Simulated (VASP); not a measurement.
# AlSi62 (a cell with a defect) in VASP: notebook, part 2 of 2

VASP 6.6.1.

## (4) Single point, PBE+D3(BJ)

INCAR reads:

```
SYSTEM = AlSi62
PREC = Accurate
ENCUT = 520
EDIFF = 1E-6
ISMEAR = 0
SIGMA = 0.05
LREAL = Auto
LASPH = .TRUE.
NELM = 60
ALGO = Normal
ISIF = 2
LWAVE = .FALSE.
LCHARG = .FALSE.
GGA = PE
IVDW = 12
NBANDS = 162
NELECT = 252.0
```

KPOINTS reads:

```
regular mesh
0
G
  1 1 1
  0 0 0
```

POSCAR reads:

```
AlSi62
1.0
   10.8600000000      0.0000000000      0.0000000000
    0.0000000000     10.8600000000      0.0000000000
    0.0000000000      0.0000000000     10.8600000000
Si Al
62 1
Direct
    0.4924288214     -0.0075069061      0.0041502762
    0.6236902394      0.1237799263      0.1240165746
    0.7514193370      0.2514593923      0.0001290976
    0.8821986188      0.3822697053      0.1205639042
    0.7497972376      0.0020658379      0.2508453959
    0.8768234807      0.1285386740      0.3731362799
   -0.0013493554      0.0015145488     -0.0010514733
    0.1255027624      0.1252582873      0.1244608656
    0.2503635359      0.2499955801     -0.0003944751
    0.3773699816      0.3741534070      0.1240534070
    0.5014672192      0.4987025783     -0.0010564457
    0.6251847145      0.6255744015      0.1244571823
    0.7499570902      0.7504028545     -0.0003935543
    0.8740877532      0.8774292818      0.1240581031
    0.2510238490      0.0015431860      0.2513249540
    0.3765311234      0.1261410681      0.3762109576
    0.5020027624      0.2498794659      0.2508744936
    0.6285039595      0.3768857274      0.3731597606
    0.7538316759      0.5026343462      0.2474057090
    0.8822058011      0.6294772560      0.3677640884
    0.4989832413     -0.0009669429      0.5027393186
    0.6251252302      0.1252006446      0.6248337017
    0.7505501842      0.2505848066      0.4994313076
    0.8768074586      0.3768792818      0.6214906077
    0.7472142726     -0.0009553407      0.7509959484
    0.8737536832      0.1261297422      0.8734475138
    0.0119131676      0.5119663904     -0.0037825046
    0.3626236648      0.8626937385      0.1284630755
    0.0025682320      0.2539093923      0.2474155617
    0.1294261510      0.3822709024      0.3677735727
    0.2537683241      0.5119618785      0.2380689687
    0.3773907919      0.6259755064      0.3758610497
    0.5014871087      0.7511074586      0.2513300184
    0.6261060773      0.8765934622      0.3762261510
   -0.0008988950      0.0020525783      0.5001744936
    0.1259257827      0.1238010129      0.6262424494
    0.2498701657      0.2514716390      0.4985658379
    0.3765242173      0.3738245856      0.6239026703
    0.5019993554      0.4991634438      0.5001703499
    0.6236925414      0.6260243094      0.6262585635
    0.7514220994      0.7499075506      0.4985765193
    0.8737498158      0.8765894107      0.6239114180
    0.2458253223     -0.0074651013      0.7574951197
    0.3733173112      0.1214421731      0.8766506446
    0.4989975138      0.2473103131      0.7510018416
    0.6261031308      0.3738238490      0.8734574586
    0.7497938306      0.4991819521      0.7479623389
    0.8741057090      0.6259668508      0.8725811234
    0.0119161142      0.7538359116      0.2380777164
    0.1259220994      0.8774499079      0.3758935543
    0.0025541436      0.5026140884      0.4961359116
    0.1255038674      0.6255698895      0.6247714549
    0.2503654696      0.7504080110      0.5000174954
    0.3733005525      0.8733664825      0.6285852670
   -0.0008965930      0.2498736648      0.7479895028
    0.1259206262      0.3741530387      0.8725972376
    0.2510232965      0.4987162983      0.7484994475
    0.3626263352      0.6215853591      0.8873421731
    0.4924337937      0.7458968692      0.7575415285
    0.6213826888      0.8733639042      0.8766794659
   -0.0013318600      0.7511001842      0.7485153775
    0.1215598527      0.8627219153      0.8873256906
    0.2001894107      0.7001744936      0.0498843462
```

Potentials or basis: VASP PAW PBE potentials, release 64 (Si, Al).

Run with:

```sh
$ cat potpaw_PBE.64/Si/POTCAR potpaw_PBE.64/Al/POTCAR > POTCAR
$ mpirun -np 1 vasp_gam > vasp.out
```

OUTCAR:

```text
SYSTEM = AlSi62
   PREC = Accurate
   ENCUT = 520
   EDIFF = 1E-6
   ISMEAR = 0
   LREAL = Auto
   LASPH = .TRUE.
   NELM = 60
   ISIF = 2
   GGA = PE
   IVDW = 12
   NELECT = 252.0
 IVDW          = 12

 ion  position               nearest neighbor table
   1  0.492  0.992  0.004-  60 2.36  44 2.36   2 2.40  28 2.41
   2  0.624  0.124  0.124-  17 2.35   5 2.35   3 2.38   1 2.40
   3  0.751  0.251  0.000-  26 2.35  46 2.35   2 2.38   4 2.40
   4  0.882  0.382  0.121-  19 2.36  29 2.36   3 2.40  27 2.41
[... 503 lines left out ...]
  Total       3.92957     3.92645     3.92976    -5.79648     5.81571     5.79802
  in kB       4.91548     4.91158     4.91572    -7.25080     7.27484     7.25272
  external pressure =        4.91 kB  Pullay stress =        0.00 kB

 VOLUME and BASIS-vectors are now :
 -----------------------------------------------------------------------------
  energy-cutoff  :      520.00
  volume of cell :     1280.82
      direct lattice vectors                 reciprocal lattice vectors
    10.860000000  0.000000000  0.000000000     0.092081031  0.000000000  0.000000000
     0.000000000 10.860000000  0.000000000     0.000000000  0.092081031  0.000000000
     0.000000000  0.000000000 10.860000000     0.000000000  0.000000000  0.092081031

 POSITION                                       TOTAL-FORCE (eV/Angst)
 -----------------------------------------------------------------------------------
      5.34778     10.77847      0.04507        -0.003338     -0.002919      0.000358
      6.77328      1.34425      1.34682        -0.006443     -0.006265      0.009848
      8.16041      2.73085      0.00140        -0.010081     -0.010387     -0.002764
      9.58068      4.15145      1.30932        -0.016821     -0.017454      0.015395
      8.14280      0.02243      2.72418         0.001928     -0.002489      0.006132
      9.52230      1.39593      4.05226        -0.003445      0.000778      0.003352
[... 55 lines left out ...]
      1.32014      9.36916      9.63636        -0.015374      0.009504     -0.009368
      2.17406      7.60390      0.54174         0.192244      0.194905     -0.195555
 -----------------------------------------------------------------------------------
    total drift:                                0.003667      0.013098     -0.008646

  FREE ENERGIE OF THE ION-ELECTRON SYSTEM (eV)
  ---------------------------------------------------
  free  energy   TOTEN  =      -344.4994254128 eV

  energy  without entropy=     -344.4430066136  energy(sigma->0) =     -344.47121601
```

stdout:

```text
POSCAR found type information on POSCAR SiAl
 POSCAR found :  2 types and      63 ions
 scaLAPACK will be used
 LDA part: xc-table for (Slater+PW92), standard interpolation
 POSCAR, INCAR and KPOINTS ok, starting setup
 FFT: planning ... GRIDC
 FFT: planning ... GRID_SOFT
 FFT: planning ... GRID
 WAVECAR not read
 entering main loop
 the old and the new charge density differ
 old charge density:   251.00000 new  252.00000
    0.272E+01
```

It took 5.4 min on 1 thread of Intel Xeon Platinum 8375C at 2.90GHz (Ice Lake), shared host; peak memory 1 GiB.

What came out:

```
Free energy                : -344.4994 eV
Largest force              : 0.336 eV/Å
Dispersion energy per atom : -0.312 eV
```

Forces on the atoms (eV/Å):
```
Si  -0.003 -0.003  0.000
Si  -0.006 -0.006  0.010
Si  -0.010 -0.010 -0.003
Si  -0.017 -0.017  0.015
Si   0.002 -0.002  0.006
Si  -0.003  0.001  0.003
Si  -0.005  0.002 -0.010
Si  -0.003 -0.001  0.003
Si   0.002 -0.007 -0.002
Si   0.009 -0.010 -0.008
Si   0.001 -0.004 -0.009
Si  -0.001 -0.003  0.003
Si  -0.007  0.002 -0.001
Si  -0.009  0.009 -0.007
Si   0.009  0.001  0.005
Si  -0.002  0.002  0.003
Si  -0.003  0.002  0.005
Si   0.001 -0.003  0.004
Si  -0.008 -0.002  0.002
Si  -0.017 -0.015  0.018
Si   0.001  0.001  0.004
Si   0.000 -0.001  0.001
Si   0.000  0.000  0.000
Si  -0.003 -0.003  0.000
Si  -0.004  0.001 -0.001
Si  -0.003  0.002  0.002
Si  -0.038 -0.038  0.002
Si   0.010  0.010  0.016
Si  -0.003 -0.009  0.003
Si  -0.016 -0.018  0.017
Si  -0.002 -0.038  0.037
Si   0.009  0.008  0.010
Si   0.001  0.009  0.005
Si   0.002 -0.002  0.003
Si  -0.006 -0.002 -0.002
Si  -0.009 -0.006  0.006
Si   0.003 -0.011  0.010
Si  -0.002 -0.003 -0.003
Si  -0.003 -0.005 -0.003
Si  -0.006 -0.010  0.006
Si  -0.010  0.003  0.010
Si  -0.003 -0.002 -0.002
Si   0.000 -0.004  0.004
Si   0.000  0.001 -0.001
Si   0.001 -0.004 -0.002
Si   0.002 -0.003  0.002
Si   0.003 -0.006  0.003
Si  -0.009  0.007 -0.008
Si  -0.038 -0.003  0.038
Si   0.008  0.008  0.009
Si  -0.003 -0.002  0.009
Si  -0.003 -0.003  0.001
Si   0.002  0.003  0.008
Si   0.000  0.001 -0.001
Si  -0.006  0.002  0.002
Si   0.008 -0.009 -0.008
Si   0.009 -0.004 -0.001
Si   0.010 -0.016 -0.010
Si  -0.003 -0.001  0.003
Si   0.002  0.001  0.000
Si  -0.005  0.009 -0.002
Si  -0.015  0.010 -0.009
Al   0.192  0.195 -0.196
```

Levels at points of the mesh, in eV from the Fermi level:
```csv
k point,band 124,band 125,band 126,band 127,band 128,band 129
"(0.00, 0.00, 0.00)",-0.91,-0.68,0.00,0.00,0.17,0.17
```

Caveat: the k points lie up to 0.58 Å⁻¹ apart; the cell carries a net charge on a neutralising background, which shifts energy and pressure; the cell is charged against a uniform background, so pressure and absolute levels hang on convention.

## (5) Single point, PBE+D3(BJ)

INCAR reads:

```
SYSTEM = AlSi62
PREC = Accurate
ENCUT = 520
EDIFF = 1E-6
ISMEAR = 0
SIGMA = 0.05
LREAL = Auto
LASPH = .True.
NELM = 100
ALGO = Normal
ISIF = 2
LWAVE = .False.
LCHARG = .True.
GGA = PE
IVDW = 12
LELF = .True.
LVHAR = .True.
NBANDS = 162
NELECT = 252.0
```

KPOINTS reads:

```
regular mesh
0
Gamma
  1 1 1
  0 0 0
```

POSCAR reads:

```
AlSi62
1.0
   10.8600000000      0.0000000000      0.0000000000
    0.0000000000     10.8600000000      0.0000000000
    0.0000000000      0.0000000000     10.8600000000
Si Al
62 1
Direct
    0.4941470534     -0.0058529466      0.0033480663
    0.6243673112      0.1243673112      0.1243373849
    0.7516279006      0.2516279006      0.0003050645
    0.8821500000      0.3821500000      0.1206160221
    0.7505488950      0.0017742173      0.2505794659
    0.8769026703      0.1284711786      0.3730973297
   -0.0016352670      0.0020600368     -0.0014330571
    0.1255279926      0.1252144567      0.1244720074
    0.2503866483      0.2499611418     -0.0003866483
    0.3768259669      0.3748598527      0.1236089319
    0.5020600368      0.4983647330     -0.0014330571
    0.6252144567      0.6255279926      0.1244720074
    0.7499611418      0.7503866483     -0.0003866483
    0.8748598527      0.8768259669      0.1236089319
    0.2514330571      0.0020600368      0.2516352670
    0.3765682320      0.1268169429      0.3762041436
    0.5017742173      0.2505488950      0.2505794659
    0.6284711786      0.3769026703      0.3730973297
    0.7538498158      0.5025469613      0.2474530387
    0.8821500000      0.6293839779      0.3678500000
    0.4993727440     -0.0006272560      0.5020819521
    0.6252267956      0.1252267956      0.6247732044
    0.7505629834      0.2505629834      0.4994370166
    0.8769026703      0.3769026703      0.6215288214
    0.7479180479     -0.0006272560      0.7506272560
    0.8737958564      0.1268169429      0.8734317680
    0.0123707182      0.5123707182     -0.0019466851
    0.3660302947      0.8660302947      0.1295056169
    0.0025469613      0.2538498158      0.2474530387
    0.1293839779      0.3821500000      0.3678500000
    0.2519466851      0.5123707182      0.2376292818
    0.3768259669      0.6263910681      0.3751401473
    0.5020600368      0.7514330571      0.2516352670
    0.6268169429      0.8765682320      0.3762041436
   -0.0005794659      0.0017742173      0.4994511050
    0.1256626151      0.1243673112      0.6256326888
    0.2496949355      0.2516279006      0.4983720994
    0.3765682320      0.3737958564      0.6231830571
    0.5017742173      0.4994205341      0.4994511050
    0.6243673112      0.6256626151      0.6256326888
    0.7516279006      0.7496949355      0.4983720994
    0.8737958564      0.8765682320      0.6231830571
    0.2466519337     -0.0058529466      0.7558529466
    0.3737609576      0.1222469613      0.8762390424
    0.4993727440      0.2479180479      0.7506272560
    0.6268169429      0.3737958564      0.8734317680
    0.7505488950      0.4994205341      0.7482257827
    0.8748598527      0.6263910681      0.8731740331
    0.0123707182      0.7519466851      0.2376292818
    0.1263910681      0.8768259669      0.3751401473
    0.0025469613      0.5025469613      0.4961501842
    0.1255279926      0.6255279926      0.6247855433
    0.2503866483      0.7503866483      0.5000388582
    0.3737609576      0.8737609576      0.6277530387
   -0.0005794659      0.2505488950      0.7482257827
    0.1263910681      0.3748598527      0.8731740331
    0.2514330571      0.4983647330      0.7479399632
    0.3660302947      0.6204943831      0.8839697053
    0.4941470534      0.7466519337      0.7558529466
    0.6222469613      0.8737609576      0.8762390424
   -0.0016352670      0.7514330571      0.7479399632
    0.1204943831      0.8660302947      0.8839697053
    0.2116128913      0.7116128913      0.0383871087
```

Potentials or basis: VASP PAW PBE potentials, release 64 (Si, Al).

Run with:

```sh
$ cat potpaw_PBE.64/Si/POTCAR potpaw_PBE.64/Al/POTCAR > POTCAR
$ mpirun -np 1 vasp_gam > vasp.out
```

OUTCAR:

```text
SYSTEM = AlSi62
   PREC = Accurate
   ENCUT = 520
   EDIFF = 1E-6
   ISMEAR = 0
   LREAL = Auto
   LASPH = .True.
   NELM = 100
   ISIF = 2
   GGA = PE
   IVDW = 12
   NELECT = 252.0
 IVDW          = 12

 ion  position               nearest neighbor table
   1  0.494  0.994  0.003-  44 2.36  60 2.36   2 2.39  28 2.40
   2  0.624  0.124  0.124-   5 2.35  17 2.35   3 2.37   1 2.39
   3  0.752  0.252  0.000-  26 2.34  46 2.34   2 2.37   4 2.39
   4  0.882  0.382  0.121-  19 2.36  29 2.36   3 2.39  27 2.40
   5  0.751  0.002  0.251-  34 2.35   2 2.35   6 2.36  14 2.36
   6  0.877  0.128  0.373-  23 2.35   5 2.36  35 2.36  29 2.36
[... 54 lines left out ...]
  61  0.998  0.751  0.748-  62 2.34  48 2.34  42 2.35  52 2.36
  62  0.120  0.866  0.884-   7 2.34  61 2.34  43 2.40  63 2.57
  63  0.212  0.712  0.038-  28 2.57  58 2.57  62 2.57  49 3.09  27 3.09  31 3.09

  LATTYP: Found a simple cubic cell.
 ALAT       =    10.8600000000

  Lattice vectors:

 A1 = (  10.8600000000,   0.0000000000,   0.0000000000)
 A2 = (   0.0000000000,  10.8600000000,   0.0000000000)
 A3 = (   0.0000000000,   0.0000000000,  10.8600000000)

[... 283 lines left out ...]
  band No.  band energies     occupation
      1      -6.1971      2.00000
      2      -5.1549      2.00000
      3      -5.1549      2.00000
      4      -5.1472      2.00000
      5      -5.1472      2.00000
      6      -5.0853      2.00000
[... 130 lines left out ...]
    137       6.9076      0.00000
    138       6.9076      0.00000
 [bands above 138 left out]

------------------------ aborting loop because EDIFF is reached ----------------------------------------

 Edisp (eV)  -19.75018

 E6    (eV) :   -11.5519

 E8    (eV) :    -8.1983

  FORCE on cell =-STRESS in cart. coord.  units (eV):
  Direction    XX          YY          ZZ          XY          YZ          ZX
  --------------------------------------------------------------------------------------
  -------------------------------------------------------------------------------------
  Total       4.02521     4.02521     4.02521    -5.44791     5.44791     5.44791
  in kB       5.03512     5.03512     5.03512    -6.81477     6.81477     6.81477
  external pressure =        5.04 kB  Pullay stress =        0.00 kB

 VOLUME and BASIS-vectors are now :
 -----------------------------------------------------------------------------
  energy-cutoff  :      520.00
  volume of cell :     1280.82
      direct lattice vectors                 reciprocal lattice vectors
    10.860000000  0.000000000  0.000000000     0.092081031  0.000000000  0.000000000
     0.000000000 10.860000000  0.000000000     0.000000000  0.092081031  0.000000000
     0.000000000  0.000000000 10.860000000     0.000000000  0.000000000  0.092081031

 POSITION                                       TOTAL-FORCE (eV/Angst)
 -----------------------------------------------------------------------------------
      5.36644     10.79644      0.03636        -0.007882     -0.007882     -0.002849
      6.78063      1.35063      1.35030        -0.005917     -0.005917      0.002275
      8.16268      2.73268      0.00331         0.000697      0.000697     -0.010076
      9.58015      4.15015      1.30989         0.006295      0.006295      0.002576
      8.15096      0.01927      2.72129         0.002297     -0.004867      0.003542
      9.52316      1.39520      4.05184        -0.003428      0.004784      0.003428
[... 55 lines left out ...]
      1.30857      9.40509      9.59991         0.020745     -0.019782      0.019782
      2.29812      7.72812      0.41688         0.013083      0.013083     -0.013083
 -----------------------------------------------------------------------------------
    total drift:                                0.001476      0.001476     -0.001476

  FREE ENERGIE OF THE ION-ELECTRON SYSTEM (eV)
  ---------------------------------------------------
  free  energy   TOTEN  =      -344.5390252453 eV

  energy  without entropy=     -344.4826031200  energy(sigma->0) =     -344.51081418
```

OSZICAR:

```text
N       E                     dE             d eps       ncg     rms          rms(c)
DAV:   1     0.127321252494E+04    0.12732E+04   -0.10952E+05   324   0.137E+03
DAV:   2    -0.162427979909E+03   -0.14356E+04   -0.13589E+04   430   0.218E+02
DAV:   3    -0.325879333181E+03   -0.16345E+03   -0.15633E+03   408   0.638E+01
DAV:   4    -0.331109640290E+03   -0.52303E+01   -0.51966E+01   392   0.134E+01
DAV:   5    -0.331233187791E+03   -0.12355E+00   -0.12308E+00   384   0.235E+00    0.273E+01
DAV:   6    -0.326584867259E+03    0.46483E+01   -0.34119E+00   344   0.292E+00    0.167E+01
DAV:   7    -0.324750669053E+03    0.18342E+01   -0.55034E+00   368   0.391E+00    0.130E+00
DAV:   8    -0.324772622759E+03   -0.21954E-01   -0.31887E-01   368   0.114E+00    0.839E-01
DAV:   9    -0.324779662455E+03   -0.70397E-02   -0.25677E-02   376   0.313E-01    0.516E-01
DAV:  10    -0.324786056191E+03   -0.63937E-02   -0.80668E-03   360   0.170E-01    0.200E-01
DAV:  11    -0.324788688675E+03   -0.26325E-02   -0.31198E-03   344   0.111E-01    0.829E-02
DAV:  12    -0.324788783390E+03   -0.94715E-04   -0.15064E-04   400   0.272E-02    0.484E-02
DAV:  13    -0.324788849533E+03   -0.66143E-04   -0.13628E-04   352   0.241E-02    0.103E-02
DAV:  14    -0.324788847064E+03    0.24692E-05   -0.83380E-06   384   0.685E-03    0.634E-03
DAV:  15    -0.324788849205E+03   -0.21415E-05   -0.30385E-06   312   0.320E-03    0.297E-03
DAV:  16    -0.324788849898E+03   -0.69313E-06   -0.68470E-07   192   0.195E-03
   1 F= -.34453903E+03 E0= -.34451081E+03  d E =-.564221E-01
```

stdout:

```text
POSCAR found type information on POSCAR SiAl
 POSCAR found :  2 types and      63 ions
 scaLAPACK will be used
 LDA part: xc-table for (Slater+PW92), standard interpolation
 POSCAR, INCAR and KPOINTS ok, starting setup
 FFT: planning ... GRIDC
 FFT: planning ... GRID_SOFT
 FFT: planning ... GRID
 WAVECAR not read
 entering main loop
 the old and the new charge density differ
 old charge density:   251.00000 new  252.00000
    0.273E+01
```

Run time: 5.8 min. Hardware: 1 thread of Intel Xeon Platinum 8375C at 2.90GHz (Ice Lake), shared host; peak memory 1 GiB.

What came out:

```yaml
Free_energy: -344.5390 eV
Largest_force: 0.035 eV/Å
Dispersion_energy_per_atom: -0.313 eV
```

Forces on the atoms (eV/Å):
```
Si  -0.008 -0.008 -0.003
Si  -0.006 -0.006  0.002
Si   0.001  0.001 -0.010
Si   0.006  0.006  0.003
Si   0.002 -0.005  0.004
Si  -0.003  0.005  0.003
Si   0.001  0.010 -0.002
Si   0.002 -0.002 -0.002
Si   0.001  0.000 -0.001
Si  -0.013  0.003  0.003
Si   0.010  0.001 -0.002
Si  -0.002  0.002 -0.002
Si   0.000  0.001 -0.001
Si   0.003 -0.013  0.003
Si   0.002  0.010 -0.001
Si  -0.008 -0.003  0.001
Si  -0.005  0.002  0.004
Si   0.005 -0.003  0.003
Si   0.000  0.005 -0.005
Si   0.006 -0.003 -0.006
Si   0.008  0.008  0.002
Si  -0.003 -0.003  0.003
Si   0.001  0.001 -0.001
Si  -0.003 -0.003 -0.005
Si  -0.002  0.008 -0.008
Si  -0.001 -0.003  0.008
Si   0.008  0.008 -0.012
Si  -0.020 -0.020 -0.021
Si   0.005  0.000 -0.005
Si  -0.003  0.006 -0.006
Si   0.012  0.008 -0.008
Si  -0.013 -0.003 -0.003
Si   0.010  0.002 -0.001
Si  -0.003 -0.008  0.001
Si  -0.004 -0.005 -0.002
Si  -0.002 -0.006  0.006
Si   0.010  0.001 -0.001
Si  -0.008 -0.001  0.003
Si  -0.005 -0.004 -0.002
Si  -0.006 -0.002  0.006
Si   0.001  0.010 -0.001
Si  -0.001 -0.008  0.003
Si   0.003 -0.008  0.008
Si  -0.005  0.002  0.005
Si   0.008 -0.002 -0.008
Si  -0.003 -0.001  0.008
Si   0.002 -0.004  0.005
Si   0.003 -0.003  0.013
Si   0.008  0.012 -0.008
Si  -0.003 -0.013 -0.003
Si   0.005  0.005  0.000
Si   0.002  0.002  0.002
Si   0.001  0.001  0.000
Si  -0.005 -0.005 -0.002
Si  -0.004  0.002  0.005
Si  -0.003  0.003  0.013
Si   0.002  0.001 -0.010
Si  -0.020  0.021  0.020
Si  -0.008  0.003  0.008
Si   0.002 -0.005  0.005
Si   0.001  0.002 -0.010
Si   0.021 -0.020  0.020
Al   0.013  0.013 -0.013
```

Caveat: the k points lie up to 0.58 Å⁻¹ apart; the cell carries a net charge on a neutralising background, which shifts energy and pressure; the cell is charged against a uniform background, so pressure and absolute levels hang on convention.
